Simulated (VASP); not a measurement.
# Sn (I4_1/amd) in VASP: vibrations by perturbation theory with LDA

Aim: the vibrations by perturbation theory of Sn with LDA.

Everything below comes from runs of VASP 6.6.1. Logs are shortened: lines on timing, memory, paths and dates and some standing lists are left out, and cuts for length are marked.

## (1) The cell of the first run

It takes space group I4_1/amd (No. 141, tetragonal). Conventional cell: a = 5.832 Å, b = 5.832 Å, c = 3.182 Å, α = 90.00°, β = 90.00°, γ = 90.00°. Sn (site symmetry -4m2) has 10 Sn at 3.02 to 3.77 Å within 4.0 Å.

## (2) Vibrations by perturbation theory, LDA

Contents of INCAR:

```
PREC     = Accurate       # precision mode
ENCUT    = 500            # plane-wave cutoff, eV
EDIFF    = 1E-8           # SCF threshold, eV
ISMEAR   = -1             # smearing method
SIGMA    = 0.15           # smearing width, eV
LREAL    = False          # projectors in reciprocal space
LASPH    = True           # aspherical terms in the spheres
NELM     = 120            # most SCF steps
ALGO     = Normal         # electronic algorithm
ISIF     = 2              # what is computed and relaxed
LWAVE    = False          # write WAVECAR
LCHARG   = True           # write CHGCAR
NBANDS   = 21             # bands
IBRION   = 8              # ionic algorithm
NSW      = 1              # ionic steps
GGA_COMPAT= False
```

Contents of KPOINTS:

```
Automatic mesh
0
Gamma
  12 12 12
```

Contents of POSCAR:

```
Sn
1.0
   -2.9161500000      2.9161500000      1.5911500000
    2.9161500000     -2.9161500000      1.5911500000
    2.9161500000      2.9161500000     -1.5911500000
Sn
2
Direct
    0.0000000000      0.0000000000      0.0000000000
    0.7500000000      0.2500000000      0.5000000000
```

Potentials or basis: VASP PAW LDA potentials, release 64 (Sn_d).

Run with:

```bash
$ cat potpaw_LDA.64/Sn_d/POTCAR > POTCAR
$ mpirun -np 1 vasp_std > vasp.out
```

OUTCAR:

```text
PREC = Accurate
   ENCUT = 500
   EDIFF = 1E-8
   ISMEAR = -1
   LREAL = False
   LASPH = True
   NELM = 120
   ISIF = 2
   IBRION = 8
   NSW = 1

 ion  position               nearest neighbor table
   1  0.000  0.000  0.000-   2 3.02   2 3.02   2 3.02   2 3.02
   2  0.750  0.250  0.500-   1 3.02   1 3.02   1 3.02   1 3.02

  LATTYP: Found a body centered tetragonal cell.
 ALAT       =     5.8323000000
 C/A-ratio  =     0.5456337980

  Lattice vectors:

 A1 = (  -2.9161500000,   2.9161500000,   1.5911500000)
 A2 = (   2.9161500000,  -2.9161500000,   1.5911500000)
 A3 = (   2.9161500000,   2.9161500000,  -1.5911500000)

Analysis of symmetry for initial positions (statically):
=====================================================================
 Subroutine PRICEL returns:
 Original cell was already a primitive cell.

 Routine SETGRP: Setting up the symmetry group for a
 body centered tetragonal supercell.

 Subroutine GETGRP returns: Found 16 space group operations
 (whereof  8 operations were pure point group operations)
 out of a pool of 16 trial point group operations.

The static configuration has the point symmetry D_2d.
 The point group associated with its full space group is D_4h.

Analysis of symmetry for dynamics (positions and initial velocities):
=====================================================================
 Subroutine PRICEL returns:
 Original cell was already a primitive cell.

 Routine SETGRP: Setting up the symmetry group for a
 body centered tetragonal supercell.

 Subroutine GETGRP returns: Found 16 space group operations
 (whereof  8 operations were pure point group operations)
 out of a pool of 16 trial point group operations.

The dynamic configuration has the point symmetry D_2d.
 The point group associated with its full space group is D_4h.

 Subroutine INISYM returns: Found 16 space group operations
 (whereof  8 operations are pure point group operations),
 and found     1 'primitive' translations

----------------------------------------------------------------------------------------

                                     Primitive cell

  volume of cell :      54.1241

  direct lattice vectors                    reciprocal lattice vectors
    -2.916150000  2.916150000  1.591150000     0.000000000  0.171458944  0.314238130
     2.916150000 -2.916150000  1.591150000     0.171458944  0.000000000  0.314238130
     2.916150000  2.916150000 -1.591150000     0.171458944  0.171458944  0.000000000

  length of vectors
     4.420364235  4.420364235  4.420364235     0.357971747  0.357971747  0.242479564

  position of ions in fractional coordinates (direct lattice)
     0.000000000  0.000000000  0.000000000
     0.750000000  0.250000000  0.500000000

  ion indices of the primitive-cell ions
   primitive index   ion index
                 1           1
                 2           2

----------------------------------------------------------------------------------------

 KPOINTS: Automatic mesh

Automatic generation of k-mesh.
 Grid dimensions read from file:
 generate k-points for:   12   12   12

 Generating k-lattice:

  Cartesian coordinates                     Fractional coordinates (reciprocal lattice)
     0.000000000  0.014288245  0.026186511     0.083333333  0.000000000  0.000000000
     0.014288245  0.000000000  0.026186511     0.000000000  0.083333333  0.000000000
     0.014288245  0.014288245  0.000000000     0.000000000  0.000000000  0.083333333

[... 69 lines left out ...]
   EMIN   =  10.00;   EMAX   =-10.00  energy-range for DOS
   EFERMI =   0.00;   METHOD = LEGACY
   ISMEAR =    -1;   SIGMA  =   0.15  broadening in eV -4-tet -1-fermi 0-gaus
   EFERMI_NEDOS =   21; number of points for ismear=-14 and -15
   IALGO  =     38    algorithm
   IMIX   =      4    mixing-type and parameters
     AMIX     =   0.40;   BMIX     =  1.00
     AMIX_MAG =   1.60;   BMIX_MAG =  1.00
  volume/ion in A,a.u.               =      27.06       182.62
  Fermi-wavevector in a.u.,A,eV,Ry     =   1.314207  2.483492 23.499180  1.727141
  Thomas-Fermi vector in A             =   2.444476
   LORBIT       =      0    0 simple, 1 ext, 2 COOP (PROOUT), +10 PAW based schemes
   GGA     = CA    functional components
   LHFCALC =     F    Hartree Fock is set to
   AEXX    =    0.0000 exact exchange contribution
   IVDW    =     0    specifies the selected vdW correction
   LEPSILON=     F    determine dielectric tensor
   LRPA    =     F    only Hartree local field effects (RPA)
 non-spin polarized calculation
  energy-cutoff  :      500.00
  volume of cell :       54.12
 maximum number of plane-waves:      1394
   NGX = 17   NGY = 17   NGZ = 17

--------------------------------------- Ionic step        1  -------------------------------------------

 number of electron      27.9999987 magnetization

 Free energy of the ion-electron system (eV)
  ---------------------------------------------------
  ext. energy  EPLUGINS =         0.00000000
  ---------------------------------------------------
  free energy    TOTEN  =        -9.00542979 eV

  energy without entropy =       -8.93506435  energy(sigma->0) =       -8.97024707

 E-fermi :   7.7243     XC(G=0): -10.5599

 val. band max:        7.7045209608   @ k =  -0.2500   0.2500   0.2500
 cond. band min:       7.7314821202   @ k =   0.4167   0.4167  -0.0000
 fundamental gap:      0.0269611594
 Fermi energy:         7.7242603870

 k-point     1 :       0.0000    0.0000    0.0000
  band No.  band energies     occupation
      1     -13.8241      2.00000
      2     -13.7337      2.00000
      3     -13.6935      2.00000
      4     -13.6780      2.00000
      5     -13.5265      2.00000
      6     -13.5265      2.00000
[... 565 lines left out ...]
     20      15.9198      0.00000
     21      16.5574      0.00000

 [... further k-points ...]
[... 5 lines left out ...]
  --------------------------------------------------------------------------------------
  -------------------------------------------------------------------------------------
  Total       -0.5341447     -0.5341447     -0.6835784      0.0000000      0.0000000      0.0000000
  in kB      -15.8117033    -15.8117033    -20.2352277      0.0000000      0.0000000      0.0000000
  external PRESSURE =     -17.2862114 kB  Pullay stress =       0.0000000 kB

 VOLUME and BASIS-vectors are now :
 -----------------------------------------------------------------------------
  energy-cutoff  :      500.00
  volume of cell :       54.12
      direct lattice vectors                 reciprocal lattice vectors
    -2.916150000  2.916150000  1.591150000     0.000000000  0.171458944  0.314238130
     2.916150000 -2.916150000  1.591150000     0.171458944  0.000000000  0.314238130
     2.916150000  2.916150000 -1.591150000     0.171458944  0.171458944  0.000000000

 POSITION                                       TOTAL-FORCE (eV/Angst)
 -----------------------------------------------------------------------------------
      0.00000      0.00000      0.00000         0.000000     -0.000000      0.000000
      0.00000      2.91615      0.79558        -0.000000      0.000000     -0.000000
 -----------------------------------------------------------------------------------
    total drift:                                0.000000     -0.000000      0.000000

  FREE ENERGIE OF THE ION-ELECTRON SYSTEM (eV)
  ---------------------------------------------------
  free  energy   TOTEN  =        -9.0054297898 eV

  energy  without entropy=       -8.9350643451  energy(sigma->0) =       -8.97024707

[... ionic steps 2 to 3 ...]

--------------------------------------- Ionic step        4  -------------------------------------------

------------------------ aborting loop because EDIFF is reached ----------------------------------------

[... ionic steps 5 to 5 ...]

--------------------------------------- Ionic step        6  -------------------------------------------

 Free energy of the ion-electron system (eV)
  ---------------------------------------------------
  ---------------------------------------------------
  free energy    TOTEN  =        -0.21276296 eV

  energy without entropy =       -0.21276296

------------------------ aborting loop because EDIFF is reached ----------------------------------------

 INTERNAL STRAIN TENSOR  FOR ION    1  DIRECTION 3   (eV/Angst):
 -----------------------------------------------------------------------------
    -2.61156  0.00000  0.00000
     0.00000  2.60698  0.00000
     0.00000  0.00000 -0.00040

 INTERNAL STRAIN TENSOR FOR ION    2 for displacements in x,y,z  (eV/Angst):
          X           Y           Z          XY          YZ          ZX
  --------------------------------------------------------------------------------
  x     0.00000     0.00000     0.00000     0.00000     0.00000     1.98766
  y     0.00000     0.00000     0.00000     0.00000    -1.80532     0.00000
  z     2.60927    -2.60927     0.00000     0.00000     0.00000     0.00000

 SECOND DERIVATIVES (NOT SYMMETRIZED)
 ------------------------------------
               1X          1Y          1Z          2X          2Y          2Z
  1X    -3.428533    0.000000    0.000000    3.428533    0.000000    0.000000
  1Y     0.000000   -3.428533    0.000000    0.000000    3.428533    0.000000
  1Z     0.000000    0.000000   -0.412913    0.000000    0.000000    0.412913
  2X     3.428533    0.000000    0.000000   -3.428533    0.000000    0.000000
  2Y     0.000000    3.428533    0.000000    0.000000   -3.428533    0.000000
  2Z     0.000000    0.000000    0.412913    0.000000    0.000000   -0.412913

 Eigenvectors and eigenvalues of the dynamical matrix
 ----------------------------------------------------

   1 f  =    3.757303 THz    23.607832 2PiTHz  125.330142 cm-1    15.538950 meV
             X         Y         Z           dx          dy          dz
      0.000000  0.000000  0.000000     0.582627   -0.400682    0.000000
      0.000000  2.916150  0.795575    -0.582627    0.400682    0.000000
[... 21 lines left out ...]
   6 f/i=    0.000000 THz     0.000000 2PiTHz    0.000002 cm-1     0.000000 meV
             X         Y         Z           dx          dy          dz
      0.000000  0.000000  0.000000     0.000000   -0.517278    0.482103
      0.000000  2.916150  0.795575    -0.000000   -0.517278    0.482103

--------------------------------------------------------------------------------------------------------

 ELASTIC MODULI CONTR FROM IONIC RELAXATION (kBar)
 Direction    XX          YY          ZZ          XY          YZ          ZX
 --------------------------------------------------------------------------------
 XX        -488.0890    488.0890      0.0000      0.0000      0.0000     -0.0000
 YY         488.0890   -488.0890      0.0000      0.0000     -0.0000      0.0000
 ZZ           0.0000      0.0000      0.0000      0.0000      0.0000      0.0000
 XY           0.0000      0.0000      0.0000      0.0000      0.0000      0.0000
 YZ           0.0000     -0.0000      0.0000      0.0000    -28.1397     -0.0000
 ZX          -0.0000      0.0000      0.0000      0.0000     -0.0000    -34.1112
 --------------------------------------------------------------------------------
```

Wall time 13 min (1 thread of AMD EPYC 9R45 (Zen 5), shared host); peak memory 0.89 GiB.

Results:

```
Highest phonon frequency at Γ : 125 cm⁻¹
```

Phonon frequencies in cm⁻¹ (negative: imaginary):
| q point | frequencies |
| --- | --- |
| (0.000, 0.000, 0.000) | 0 0 0 43 125 125 |

Caveat: the cell stands under pressure or tension, which shifts response properties; spin-orbit coupling is left out, which moves the levels of the heavy elements.
